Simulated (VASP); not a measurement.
# SrRu3 (Pm-3m) in VASP: a series of runs

Runs on SrRu3. Level: PBEsol. Tasks: single point.

Program: VASP 6.6.1. These are calculated values, not measurements. Logs are shortened: lines on timing, memory, paths and dates and some standing lists are left out, and cuts for length are marked.

### Step 1. The cell of the first run

It takes space group Pm-3m (No. 221, cubic). The conventional cell has a = 4.047 Å, b = 4.047 Å, c = 4.047 Å, α = 90.00°, β = 90.00°, γ = 90.00°. Sr (site symmetry m-3m) has 12 Ru at 2.86 Å within 3.8 Å. Within 3.8 Å of Ru (site symmetry 4/mmm) lie 4 Sr at 2.86 Å and 8 Ru at 2.86 Å.

### Step 2. Single point, PBEsol (16.57 Å³/atom)

Contents of INCAR:

```
  PREC = Accurate
  ENCUT = 520
  EDIFF = 1E-6
  ISMEAR = 0
  SIGMA = 0.05
  LREAL = False
  LASPH = True
  NELM = 80
  ALGO = Normal
  ISIF = 2
  LWAVE = False
  LCHARG = True
  GGA = PS
  LELF = True
  LVHAR = True
  NBANDS = 34
```

Contents of KPOINTS:

```
regular mesh
0
Gamma
  8 8 8
```

Contents of POSCAR:

```
SrRu3
1.0
    4.0469936537      0.0000000000      0.0000000000
    0.0000000000      4.0469936537      0.0000000000
    0.0000000000      0.0000000000      4.0469936537
Sr Ru
1 3
Direct
    0.0000000000      0.0000000000      0.0000000000
    0.0000000000      0.5000000000      0.5000000000
    0.5000000000      0.5000000000      0.0000000000
    0.5000000000      0.0000000000      0.5000000000
```

Potentials or basis: VASP PAW PBE potentials, release 64 (Sr_sv, Ru_pv).

The run is started by

```bash
cat potpaw_PBE.64/Sr_sv/POTCAR potpaw_PBE.64/Ru_pv/POTCAR > POTCAR
mpirun -np 1 vasp_std > vasp.out
```

OUTCAR:

```text
PREC = Accurate
   ENCUT = 520
   EDIFF = 1E-6
   ISMEAR = 0
   LREAL = False
   LASPH = True
   NELM = 80
   ISIF = 2
   GGA = PS

 ion  position               nearest neighbor table
   1  0.000  0.000  0.000-   2 2.86   3 2.86   4 2.86   2 2.86   4 2.86   2 2.86   3 2.86   2 2.86
                             3 2.86   4 2.86   4 2.86   3 2.86
   2  0.000  0.500  0.500-   1 2.86   3 2.86   4 2.86   1 2.86   3 2.86   1 2.86   4 2.86   1 2.86
                             3 2.86   4 2.86   3 2.86   4 2.86
   3  0.500  0.500  0.000-   1 2.86   2 2.86   4 2.86   2 2.86   4 2.86   1 2.86   4 2.86   4 2.86
                             1 2.86   2 2.86   2 2.86   1 2.86
   4  0.500  0.000  0.500-   1 2.86   2 2.86   3 2.86   1 2.86   3 2.86   2 2.86   3 2.86   3 2.86
                             1 2.86   2 2.86   1 2.86   2 2.86

  LATTYP: Found a simple cubic cell.
 ALAT       =     4.0469936537

  Lattice vectors:

 A1 = (   4.0469936537,   0.0000000000,   0.0000000000)
 A2 = (   0.0000000000,   4.0469936537,   0.0000000000)
 A3 = (   0.0000000000,   0.0000000000,   4.0469936537)

Analysis of symmetry for initial positions (statically):
=====================================================================
 Subroutine PRICEL returns:
 Original cell was already a primitive cell.

 Routine SETGRP: Setting up the symmetry group for a
 simple cubic supercell.

 Subroutine GETGRP returns: Found 48 space group operations
 (whereof 48 operations were pure point group operations)
 out of a pool of 48 trial point group operations.

The static configuration has the point symmetry O_h .

Analysis of symmetry for dynamics (positions and initial velocities):
=====================================================================
 Subroutine PRICEL returns:
 Original cell was already a primitive cell.

 Routine SETGRP: Setting up the symmetry group for a
 simple cubic supercell.

 Subroutine GETGRP returns: Found 48 space group operations
 (whereof 48 operations were pure point group operations)
 out of a pool of 48 trial point group operations.

The dynamic configuration has the point symmetry O_h .

 Subroutine INISYM returns: Found 48 space group operations
 (whereof 48 operations are pure point group operations),
 and found     1 'primitive' translations

----------------------------------------------------------------------------------------

                                     Primitive cell

  volume of cell :      66.2823

  direct lattice vectors                    reciprocal lattice vectors
     4.046993654  0.000000000  0.000000000     0.247097002  0.000000000  0.000000000
     0.000000000  4.046993654  0.000000000     0.000000000  0.247097002  0.000000000
     0.000000000  0.000000000  4.046993654     0.000000000  0.000000000  0.247097002

  length of vectors
     4.046993654  4.046993654  4.046993654     0.247097002  0.247097002  0.247097002

  position of ions in fractional coordinates (direct lattice)
     0.000000000  0.000000000  0.000000000
     0.000000000  0.500000000  0.500000000
     0.500000000  0.500000000  0.000000000
     0.500000000  0.000000000  0.500000000

  ion indices of the primitive-cell ions
   primitive index   ion index
                 1           1
                 2           2
                 3           3
                 4           4

----------------------------------------------------------------------------------------

 KPOINTS: regular mesh

Automatic generation of k-mesh.
 Grid dimensions read from file:
 generate k-points for:    8    8    8

 Generating k-lattice:

  Cartesian coordinates                     Fractional coordinates (reciprocal lattice)
     0.030887125  0.000000000  0.000000000     0.125000000  0.000000000  0.000000000
     0.000000000  0.030887125  0.000000000     0.000000000  0.125000000  0.000000000
     0.000000000  0.000000000  0.030887125     0.000000000  0.000000000  0.125000000

  Length of vectors
     0.030887125  0.030887125  0.030887125

  Shift w.r.t. Gamma in fractional coordinates (k-lattice)
     0.000000000  0.000000000  0.000000000

 Subroutine IBZKPT returns following result:
 ===========================================

 Found     35 irreducible k-points:

 Following reciprocal coordinates:
            Coordinates               Weight
  0.000000  0.000000  0.000000      1.000000
  0.125000  0.000000  0.000000      6.000000
  0.250000  0.000000  0.000000      6.000000
  0.375000  0.000000  0.000000      6.000000
  0.500000  0.000000  0.000000      3.000000
  0.125000  0.125000  0.000000     12.000000
[... 16 lines left out ...]
  0.375000  0.375000  0.125000     24.000000
  0.500000  0.375000  0.125000     24.000000
 [... further k-points ...]
   k-points           NKPTS =     35   k-points in BZ     NKDIM =     35   number of bands    NBANDS=     34
   number of dos      NEDOS =    301   number of ions     NIONS =      4
   total plane-waves  NPLWV =  27000
   dimension x,y,z NGX =    30 NGY =   30 NGZ =   30
   dimension x,y,z NGXF=    60 NGYF=   60 NGZF=   60
   ions per type =               1   3
   NGX,Y,Z   is equivalent  to a cutoff of  12.32, 12.32, 12.32 a.u.
   NGXF,Y,Z  is equivalent  to a cutoff of  24.65, 24.65, 24.65 a.u.
 SYSTEM =  unknown system
   PREC   = accura    normal or accurate (medium, high low for compatibility)
   ISTART =      0    job   : 0-new  1-cont  2-samecut
   ICHARG =      2    charge: 1-file 2-atom 10-const
   ISPIN  =      1    spin polarized calculation?
   LNONCOLLINEAR =      F non collinear calculations
   LSORBIT =      F    spin-orbit coupling
   LASPH  =      T    aspherical Exc in radial PAW
   ENCUT  =  520.0 eV  38.22 Ry    6.18 a.u.   7.52  7.52  7.52*2*pi/ulx,y,z
   NELM   =     80;   NELMIN=  2; NELMDL= -5     # of ELM steps
   EDIFF  = 0.1E-05   stopping-criterion for ELM
   LREAL  =      F    real-space projection
   EDIFFG = 0.1E-04   stopping-criterion for IOM
   NSW    =      0    number of steps for IOM
   IBRION =     -1    ionic relax: 0-MD 1-quasi-New 2-CG
   NFREE  =      0    steps in history (QN), initial steepest desc. (CG)
   ISIF   =      2    stress and relaxation
   ISYM   =      2    0-nonsym 1-usesym 2-fastsym
   POTIM  = 0.5000    time-step for ionic-motion
   TEBEG  =    0.0;   TEEND  =   0.0 temperature during run
   PSTRESS=    0.0 pullay stress
   NELECT =      52.0000    total number of electrons
   NUPDOWN=      -1.0000    fix difference up-down
   EMIN   =  10.00;   EMAX   =-10.00  energy-range for DOS
   EFERMI =   0.00;   METHOD = LEGACY
   ISMEAR =     0;   SIGMA  =   0.05  broadening in eV -4-tet -1-fermi 0-gaus
   EFERMI_NEDOS =   21; number of points for ismear=-14 and -15
   IALGO  =     38    algorithm
   IMIX   =      4    mixing-type and parameters
     AMIX     =   0.40;   BMIX     =  1.00
     AMIX_MAG =   1.60;   BMIX_MAG =  1.00
  volume/ion in A,a.u.               =      16.57       111.82
  Fermi-wavevector in a.u.,A,eV,Ry     =   1.509883  2.853266 31.017855  2.279748
  Thomas-Fermi vector in A             =   2.620147
   LORBIT       =      0    0 simple, 1 ext, 2 COOP (PROOUT), +10 PAW based schemes
   GGA     = PS    functional components
   LHFCALC =     F    Hartree Fock is set to
   AEXX    =    0.0000 exact exchange contribution
   IVDW    =     0    specifies the selected vdW correction
   LEPSILON=     F    determine dielectric tensor
   LRPA    =     F    only Hartree local field effects (RPA)
 non-spin polarized calculation
 Gauss-broadening in eV      SIGMA  =   0.05
  energy-cutoff  :      520.00
  volume of cell :       66.28
 maximum number of plane-waves:      1806
   NGX = 15   NGY = 15   NGZ = 15

 number of electron      52.0000036 magnetization

 Free energy of the ion-electron system (eV)
  ---------------------------------------------------
  ext. energy  EPLUGINS =         0.00000000
  ---------------------------------------------------
  free energy    TOTEN  =       -27.82674621 eV

  energy without entropy =      -27.81362751  energy(sigma->0) =      -27.82018686

 E-fermi :   8.3983     XC(G=0): -12.8292

 val. band max:        8.3951967687   @ k =   0.3750   0.1250   0.1250
 cond. band min:       8.4012361676   @ k =   0.3750   0.3750   0.2500
 fundamental gap:      0.0060393989
 Fermi energy:         8.3983430556

 k-point     1 :       0.0000    0.0000    0.0000
  band No.  band energies     occupation
      1     -33.7872      2.00000
      2     -33.7872      2.00000
      3     -33.7872      2.00000
      4     -33.4752      2.00000
      5     -33.4752      2.00000
      6     -33.4752      2.00000
[... 26 lines left out ...]
     33      14.9809      0.00000
     34      14.9809      0.00000

 k-point     2 :       0.1250    0.0000    0.0000
  band No.  band energies     occupation
      1     -33.7796      2.00000
      2     -33.7796      2.00000
      3     -33.7747      2.00000
      4     -33.4778      2.00000
      5     -33.4778      2.00000
      6     -33.4760      2.00000
[... 26 lines left out ...]
     33      14.8312      0.00000
     34      15.4752      0.00000

 k-point     3 :       0.2500    0.0000    0.0000
  band No.  band energies     occupation
      1     -33.7597      2.00000
      2     -33.7597      2.00000
      3     -33.7390      2.00000
      4     -33.4865      2.00000
      5     -33.4865      2.00000
      6     -33.4781      2.00000
[... 26 lines left out ...]
     33      14.4622      0.00000
     34      15.7852      0.00000
[... 704 lines left out ...]
 k-point    23 :       0.3750    0.3750    0.1250
  band No.  band energies     occupation
      1     -33.8341      2.00000
      2     -33.6605      2.00000
      3     -33.6351      2.00000
      4     -33.5866      2.00000
      5     -33.5521      2.00000
      6     -33.5085      2.00000
[... 26 lines left out ...]
     33      13.9388      0.00000
     34      14.2451      0.00000

 k-point    24 :       0.5000    0.3750    0.1250
  band No.  band energies     occupation
      1     -33.8391      2.00000
      2     -33.6721      2.00000
      3     -33.6244      2.00000
      4     -33.5750      2.00000
      5     -33.5688      2.00000
      6     -33.4952      2.00000
[... 26 lines left out ...]
     33      13.9017      0.00000
     34      14.2343      0.00000

 [... further k-points ...]

------------------------ aborting loop because EDIFF is reached ----------------------------------------

  FORCE on cell =-STRESS in cart. coord.  units (eV):
  Direction    XX          YY          ZZ          XY          YZ          ZX
  --------------------------------------------------------------------------------------
  -------------------------------------------------------------------------------------
  Total        0.6921511      0.6921511      0.6921511     -0.0000000     -0.0000000      0.0000000
  in kB       16.7306917     16.7306917     16.7306917     -0.0000000     -0.0000000      0.0000000
  external PRESSURE =      16.7306917 kB  Pullay stress =       0.0000000 kB

 VOLUME and BASIS-vectors are now :
 -----------------------------------------------------------------------------
  energy-cutoff  :      520.00
  volume of cell :       66.28
      direct lattice vectors                 reciprocal lattice vectors
     4.046993654  0.000000000  0.000000000     0.247097002  0.000000000  0.000000000
     0.000000000  4.046993654  0.000000000     0.000000000  0.247097002  0.000000000
     0.000000000  0.000000000  4.046993654     0.000000000  0.000000000  0.247097002

 POSITION                                       TOTAL-FORCE (eV/Angst)
 -----------------------------------------------------------------------------------
      0.00000      0.00000      0.00000         0.000000      0.000000      0.000000
      0.00000      2.02350      2.02350         0.000000      0.000000      0.000000
      2.02350      2.02350      0.00000         0.000000      0.000000      0.000000
      2.02350      0.00000      2.02350         0.000000      0.000000      0.000000
 -----------------------------------------------------------------------------------
    total drift:                                0.000000      0.000000     -0.000000

  FREE ENERGIE OF THE ION-ELECTRON SYSTEM (eV)
  ---------------------------------------------------
  free  energy   TOTEN  =       -27.8267462108 eV

  energy  without entropy=      -27.8136275128  energy(sigma->0) =      -27.82018686
```

Run time: 28 s. Hardware: 1 thread of Intel Xeon 6975P-C (Granite Rapids), shared host; peak memory 0.21 GiB.

What came out:

| Item | Value |
| --- | --- |
| Free energy | -27.8267 eV |
| Pressure | 1.7 GPa |
| Band gap on the k mesh | zero (bands 26 and 27 overlap by 2.17 eV) |

Caveat: the PAW data sets were made with another functional, which shifts forces and pressure a little.

(Part 1 of 2 ends here.)
